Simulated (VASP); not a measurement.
# Ge (P6_3/mmc) in VASP: a series of runs, part 2 of 2

VASP 6.6.1. The steps go on from the part before.

## (5) Relaxation of cell and atoms, PBEsol, target pressure 40 GPa, at which the enthalpy is minimised

This run uses another cell than the first one: it holds 4 atoms, not 16.

INCAR

```
ALGO = Fast ; EDIFF = 1E-6
EDIFFG = -0.008 ; ENCUT = 600
GGA = PS ; IBRION = 2
ISIF = 3 ; ISMEAR = 0
LASPH = True ; LCHARG = False
LREAL = False ; LWAVE = False
NELM = 80 ; NSW = 70
PREC = Accurate ; PSTRESS = 400.0
SIGMA = 0.1
```

KPOINTS

```
k-points
0
Gamma
  12 12 8
```

POSCAR

```
Ge
1.0
    3.6475719349      0.0000000000      0.0000000000
   -1.8237859674      3.1588899577      0.0000000000
    0.0000000000      0.0000000000      6.0494909964
Ge
4
Direct
    0.6666666667      0.3333333333      0.0637822420
    0.3333333333      0.6666666667      0.5637822420
    0.6666666667      0.3333333333      0.4362177580
    0.3333333333      0.6666666667      0.9362177580
```

On the command line:

```sh
$ cat potpaw_PBE.64/Ge_d/POTCAR > POTCAR
$ mpirun -np 1 vasp_std > vasp.out
```

It took 45 min on 1 thread of Oxide Virtual Turin-like, shared host; peak memory 0.3 GiB.

The run converged. Its results:

- Free energy: -17.4649 eV
- Relaxed volume: 16.95 Å³/atom
- Relaxed cell: a = 3.608 Å, b = 3.608 Å, c = 6.012 Å, α = 90.00°, β = 90.00°, γ = 120.00°
- Space group after relaxing (to 0.1 Å): P6_3/mmc (No. 194)
- Energy change on relaxing (the run minimises the enthalpy): +110.3 meV/atom
- Ionic steps: 23
- Pressure after relaxing: 40.0 GPa
- Band gap on the k mesh: zero (bands 28 and 29 overlap by 0.22 eV)

Forces in eV/Å, atoms in the order of the input:
```
Ge   0.000  0.000  0.002
Ge   0.000  0.000  0.002
Ge   0.000  0.000 -0.002
Ge   0.000  0.000 -0.002
```

Stress tensor (GPa, compression positive):
```
39.93  0.00  0.00
 0.00 39.93  0.00
 0.00  0.00 40.06
```

The path:
```
step  energy change (eV)  largest force (eV/Å)  pressure (GPa)  volume (Å³)
   1              0.0000                0.0604           34.16        69.70
   2              1.7246                0.0483           56.48        63.49
   3              0.4295                0.0608           36.55        67.84
   4              0.6383                0.0565           42.59        67.02
   5              0.5486                0.0607           41.25        67.37
   6              0.4887                0.0608           40.51        67.60
   7              0.4572                0.0607           40.15        67.73
   8              0.4468                0.0619           39.62        67.77
   9              0.4526                0.0048           40.15        67.74
  10              0.4537                0.0046           40.17        67.74
  11              0.4558                0.0210           40.22        67.73
  12              0.4296                0.0217           39.80        67.83
  13              0.4373                0.0136           40.04        67.80
  14              0.4349                0.0127           39.87        67.81
  15              0.4359                0.0148           39.90        67.81
  16              0.4364                0.0142           39.92        67.81
  17              0.4369                0.0135           39.94        67.80
  18              0.4450                0.0061           40.29        67.77
  19              0.4393                0.0083           39.82        67.79
  20              0.4414                0.0013           40.02        67.79
  21              0.4412                0.0041           40.02        67.79
  22              0.4409                0.0061           39.94        67.79
  23              0.4411                0.0025           39.98        67.79
```

Final structure:
```cif
data_structure
_symmetry_space_group_name_H-M 'P 1'
_symmetry_Int_Tables_number 1
_cell_length_a 3.6083
_cell_length_b 3.6083
_cell_length_c 6.0120
_cell_angle_alpha 90.000
_cell_angle_beta 90.000
_cell_angle_gamma 120.000
_cell_volume 67.79
loop_
_atom_site_label
_atom_site_type_symbol
_atom_site_fract_x
_atom_site_fract_y
_atom_site_fract_z
_atom_site_occupancy
Ge1 Ge 0.66667 0.33333 0.06462 1
Ge2 Ge 0.33333 0.66667 0.56462 1
Ge3 Ge 0.66667 0.33333 0.43538 1
Ge4 Ge 0.33333 0.66667 0.93538 1
```

Levels at points of the mesh, in eV from the Fermi level:
```csv
k point,band 25,band 26,band 27,band 28,band 29,band 30,band 31,band 32
"(0.00, 0.00, 0.00)",-2.08,-0.49,0.20,0.20,0.82,2.06,2.06,2.17
"(0.50, 0.00, 0.00)",-6.52,-4.34,-4.33,-2.05,-0.03,2.38,3.16,3.54
"(0.00, 0.00, 0.50)",-1.23,-1.23,-1.23,-1.23,1.70,1.70,3.45,3.45
"(0.50, 0.00, 0.50)",-3.61,-3.61,-3.45,-3.45,0.45,0.45,1.57,1.57
```

Caveat: the cell is relaxed towards a set pressure, so the run minimises the enthalpy, not the energy; semilocal functionals underestimate gaps, and a narrow one can read as zero; the PAW data sets were made with another functional, which shifts forces and pressure a little.

## (6) Relaxation of cell and atoms, PBEsol, target pressure 2 GPa, at which the enthalpy is minimised

This run uses another cell than the first one: it holds 4 atoms, not 16.

INCAR

```
PREC = Accurate ; ENCUT = 600
EDIFF = 1E-6 ; ISMEAR = 0
SIGMA = 0.1 ; LREAL = False
LASPH = True ; NELM = 60
ALGO = Fast ; ISIF = 3
LWAVE = False ; LCHARG = False
GGA = PS ; IBRION = 2
NSW = 70 ; EDIFFG = -0.008
PSTRESS = 20.0
```

KPOINTS

```
Automatic mesh
0
Gamma
  12 12 6
```

POSCAR

```
Ge
1.0
    3.9713948462      0.0000000000      0.0000000000
   -1.9856974231      3.4393288253      0.0000000000
    0.0000000000      0.0000000000      6.5541609155
Ge
4
Direct
    0.6666666667      0.3333333333      0.0629118567
    0.3333333333      0.6666666667      0.5629118567
    0.6666666667      0.3333333333      0.4370881433
    0.3333333333      0.6666666667      0.9370881433
```

Potentials or basis: VASP PAW PBE potentials, release 64 (Ge_d).

On the command line:

```sh
$ cat potpaw_PBE.64/Ge_d/POTCAR > POTCAR
$ mpirun -np 1 vasp_std > vasp.out
```

OUTCAR:

```text
PREC = Accurate
   ENCUT = 600
   EDIFF = 1E-6
   ISMEAR = 0
   LREAL = False
   LASPH = True
   NELM = 60
   ISIF = 3
   GGA = PS
   IBRION = 2
   NSW = 70
   EDIFFG = -0.008
   PSTRESS = 20.0

 ion  position               nearest neighbor table
   1  0.667  0.333  0.063-   4 2.44   4 2.44   4 2.44   3 2.45
   2  0.333  0.667  0.563-   3 2.44   3 2.44   3 2.44   4 2.45
   3  0.667  0.333  0.437-   2 2.44   2 2.44   2 2.44   1 2.45
   4  0.333  0.667  0.937-   1 2.44   1 2.44   1 2.44   2 2.45

  LATTYP: Found a hexagonal cell.
 ALAT       =     3.9713948462
 C/A-ratio  =     1.6503423027

  Lattice vectors:

 A1 = (   3.9713948462,   0.0000000000,   0.0000000000)
 A2 = (  -1.9856974231,   3.4393288253,   0.0000000000)
 A3 = (   0.0000000000,   0.0000000000,   6.5541609155)

Analysis of symmetry for initial positions (statically):
=====================================================================
 Subroutine PRICEL returns:
 Original cell was already a primitive cell.

 Routine SETGRP: Setting up the symmetry group for a
 hexagonal supercell.

 Subroutine GETGRP returns: Found 24 space group operations
 (whereof 12 operations were pure point group operations)
 out of a pool of 24 trial point group operations.

The static configuration has the point symmetry D_3d.
 The point group associated with its full space group is D_6h.

Analysis of symmetry for dynamics (positions and initial velocities):
=====================================================================
 Subroutine PRICEL returns:
 Original cell was already a primitive cell.

 Routine SETGRP: Setting up the symmetry group for a
 hexagonal supercell.

 Subroutine GETGRP returns: Found 24 space group operations
 (whereof 12 operations were pure point group operations)
 out of a pool of 24 trial point group operations.

The dynamic configuration has the point symmetry D_3d.
 The point group associated with its full space group is D_6h.

[... 127 lines left out ...]
   GGA     = PS    functional components
   LHFCALC =     F    Hartree Fock is set to
   AEXX    =    0.0000 exact exchange contribution
   IVDW    =     0    specifies the selected vdW correction
   LEPSILON=     F    determine dielectric tensor
   LRPA    =     F    only Hartree local field effects (RPA)
 conjugate gradient relaxation of ions
 non-spin polarized calculation
 RMM-DIIS sequential band-by-band and
 Gauss-broadening in eV      SIGMA  =   0.10
  energy-cutoff  :      600.00
  volume of cell :       89.52
 maximum number of plane-waves:      3018
 NGX is ok and might be reduce to    32

--------------------------------------- Ionic step        1  -------------------------------------------

 number of electron      56.0000002 magnetization

 Free energy of the ion-electron system (eV)
  ---------------------------------------------------
  ext. energy  EPLUGINS =         0.00000000
  ---------------------------------------------------
  free energy    TOTEN  =       -19.67810620 eV

  energy without entropy =      -19.67761008  energy(sigma->0) =      -19.67785814

------------------------ aborting loop because EDIFF is reached ----------------------------------------

  FORCE on cell =-STRESS in cart. coord.  units (eV):
  Direction    XX          YY          ZZ          XY          YZ          ZX
  --------------------------------------------------------------------------------------
  -------------------------------------------------------------------------------------
  Total        0.6914234      0.6914234      0.6713305      0.0000000      0.0000000      0.0000000
  in kB       12.3743044     12.3743044     12.0147050      0.0000000      0.0000000      0.0000000
  external PRESSURE =      -7.7455621 kB  Pullay stress =      20.0000000 kB
[... 227 lines left out ...]
--------------------------------------- Ionic step        7  -------------------------------------------

 number of electron      56.0000009 magnetization

 Free energy of the ion-electron system (eV)
  ---------------------------------------------------
  ext. energy  EPLUGINS =         0.00000000
  ---------------------------------------------------
  free energy    TOTEN  =       -19.66858977 eV

  energy without entropy =      -19.66813399  energy(sigma->0) =      -19.66836188

 E-fermi :   5.1882     XC(G=0): -10.2273

 val. band max:        5.1590828934   @ k =   0.0000   0.0000   0.1667
 cond. band min:       5.2577674920   @ k =   0.0000   0.0000   0.0000
 fundamental gap:      0.0986845986
 Fermi energy:         5.1881828803

 k-point     1 :       0.0000    0.0000    0.0000
  band No.  band energies     occupation
      1     -19.7623      2.00000
      2     -19.7623      2.00000
      3     -19.7214      2.00000
      4     -19.7205      2.00000
      5     -19.7205      2.00000
      6     -19.7076      2.00000
[... 853 lines left out ...]
     32       9.1175      0.00000
     33       9.7930      0.00000

 [... further k-points ...]

------------------------ aborting loop because EDIFF is reached ----------------------------------------

  FORCE on cell =-STRESS in cart. coord.  units (eV):
  Direction    XX          YY          ZZ          XY          YZ          ZX
  --------------------------------------------------------------------------------------
  -------------------------------------------------------------------------------------
  Total        1.1279887      1.1279887      1.1332184      0.0000000      0.0000000      0.0000000
  in kB       20.3960313     20.3960313     20.4905936      0.0000000      0.0000000      0.0000000
  external PRESSURE =       0.4275521 kB  Pullay stress =      20.0000000 kB
[... 23 lines left out ...]
  energy  without entropy=      -19.6681339932  energy(sigma->0) =      -19.66836188

  enthalpy is  TOTEN    =       -18.5625032964 eV   P V=        1.1060864721

 reached required accuracy - stopping structural energy minimisation
```

CONTCAR:

```text
Ge
   1.00000000000000
     3.9580207798328173    0.0000000000000000    0.0000000000000000
    -1.9790103899164087    3.4277465440743642    0.0000000000000000
     0.0000000000000000    0.0000000000000000    6.5310483047478156
  Ge
     4
Direct
     0.6666666667000030    0.3333333332999970    0.0629142118665854
     0.3333333332999970    0.6666666667000030    0.5629142118665853
     0.6666666667000030    0.3333333332999970    0.4370857881334146
     0.3333333332999970    0.6666666667000030    0.9370857881334147

  0.00000000E+00  0.00000000E+00  0.00000000E+00
  0.00000000E+00  0.00000000E+00  0.00000000E+00
  0.00000000E+00  0.00000000E+00  0.00000000E+00
  0.00000000E+00  0.00000000E+00  0.00000000E+00
```

Run time: 23 min. Hardware: 1 thread of Oxide Virtual Turin-like, shared host; peak memory 0.33 GiB.

What came out:

* Free energy: -19.6686 eV
* Relaxed volume: 22.15 Å³/atom
* Relaxed cell: a = 3.958 Å, b = 3.958 Å, c = 6.531 Å, α = 90.00°, β = 90.00°, γ = 120.00°
* Space group after relaxing (to 0.1 Å): P6_3/mmc (No. 194)
* Energy change on relaxing (the run minimises the enthalpy): +2.4 meV/atom
* Ionic steps: 7
* Pressure after relaxing: 2.0 GPa
* Band gap on the k mesh: zero (bands 28 and 29 overlap by 0.10 eV)

Forces in eV/Å, atoms in the order of the input:
```
Ge   0.000  0.000  0.002
Ge   0.000  0.000  0.002
Ge   0.000  0.000 -0.002
Ge   0.000  0.000 -0.002
```

Step by step:
```csv
step,energy change (eV),largest force (eV/Å),pressure (GPa),volume (Å³)
1,0.0000,0.0005,1.23,89.52
2,0.0163,0.0031,2.51,88.13
3,0.0085,0.0025,1.86,88.69
4,0.0100,0.0024,2.14,88.57
5,0.0092,0.0025,1.65,88.63
6,0.0098,0.0023,2.31,88.59
7,0.0095,0.0024,2.04,88.61
```

Final structure:
```
Ge
1.0
     3.95802    0.00000    0.00000
    -1.97901    3.42775    0.00000
     0.00000    0.00000    6.53105
Ge
4
Direct
  0.66667 0.33333 0.06291
  0.33333 0.66667 0.56291
  0.66667 0.33333 0.43709
  0.33333 0.66667 0.93709
```

Caveat: the cell is relaxed towards a set pressure, so the run minimises the enthalpy, not the energy; semilocal functionals underestimate gaps, and a narrow one can read as zero; the PAW data sets were made with another functional, which shifts forces and pressure a little.

## (7) Summary

| task | cell | k mesh | cutoff (eV) | smearing | gap on the mesh (eV) | pressure (GPa) | largest force (eV/Å) |
| --- | --- | --- | --- | --- | --- | --- | --- |
| single point | a = 3.997, b = 6.596, c = 13.846 Å, 16 atoms, atomic positions A | 12 × 7 × 4 | 520 | gaussian 0.15 eV | none | -0.1 | 0.01 |
| single point | a = 4.117, b = 4.117, c = 6.539 Å, angles 90.0, 90.0, 120.0°, 4 atoms, atomic positions B | 18 × 18 × 8 | 520 | gaussian 0.1 eV | none | -3.0 | - |
| single point | a = 4.177, b = 4.177, c = 6.418 Å, angles 90.0, 90.0, 120.0°, 4 atoms, atomic positions B | 18 × 18 × 8 | 520 | gaussian 0.1 eV | none | -3.2 | 0.31 |
| relaxation of cell and atoms | relaxed to 40 GPa from a = 3.648, b = 3.648, c = 6.049 Å, angles 90.0, 90.0, 120.0°, 4 atoms, atomic positions C | 12 × 12 × 8 | 600 | gaussian 0.1 eV | none | 40.0 | - |
| relaxation of cell and atoms | relaxed to 2 GPa from a = 3.971, b = 3.971, c = 6.554 Å, angles 90.0, 90.0, 120.0°, 4 atoms, atomic positions D | 12 × 12 × 6 | 600 | gaussian 0.1 eV | none | 2.0 | - |

Alike in all rows: level PBEsol; potentials or basis VASP PAW PBE potentials, release 64 (Ge_d); no spin polarisation.

Caveats: semilocal functionals underestimate gaps, and a narrow one can read as zero; the PAW data sets were made with another functional, which shifts forces and pressure a little; the cell is relaxed towards a set pressure, so the run minimises the enthalpy, not the energy (at least some runs); the cell stands under tension (at least some runs); the stress differs along the axes, from -6 to 3 GPa (at least some runs).

Total energies depend on the potentials used, so only differences within one code and one set of settings carry meaning.

The gap in the log of VASP goes by the Fermi energy; the results here count the filled bands.